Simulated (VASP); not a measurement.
Set up this calculation in VASP 6.6.1, as the native input.

```
Task                   : single point
Functional             : LDA
Potentials or basis    : VASP PAW LDA potentials, release 64 (Zr_sv, B)
Cutoff                 : 520 eV
k mesh                 : 16 × 16 × 16
Occupations            : gaussian, width 0.15 eV
Spin                   : no spin polarisation
Dipole correction      : no
Further INCAR settings : ALGO = Normal; EDIFF = 1e-07; NBANDS = 14
```

The structure of ZrB lies in POSCAR:

```
ZrB
1.0
    0.0000000000      2.4153850465      2.4153850465
    2.4153850465      0.0000000000      2.4153850465
    2.4153850465      2.4153850465      0.0000000000
Zr B
1 1
Direct
    0.0000000000      0.0000000000      0.0000000000
    0.5000000000      0.5000000000      0.5000000000
```

One way to write it, as run:

INCAR

```
SYSTEM = ZrB
PREC = Accurate
ENCUT = 520
EDIFF = 1E-7
ISMEAR = 0
SIGMA = 0.15
LREAL = .FALSE.
LASPH = .TRUE.
NELM = 100
ALGO = Normal
ISIF = 2
LWAVE = .FALSE.
LCHARG = .FALSE.
NBANDS = 14
```

KPOINTS

```
Automatic mesh
0
G
  16 16 16
  0 0 0
```

Potentials or basis: VASP PAW LDA potentials, release 64 (Zr_sv, B).

Run with:

```console
$ cat potpaw_LDA.64/Zr_sv/POTCAR potpaw_LDA.64/B/POTCAR > POTCAR
$ mpirun -np 1 vasp_std > vasp.out
```

Results of the run:

The pressure is 0.4 GPa.

It took 25 s on 1 thread of Intel(R) Xeon(R) 6975P-C (Granite Rapids) (shared host), peak memory 0.18 GiB.
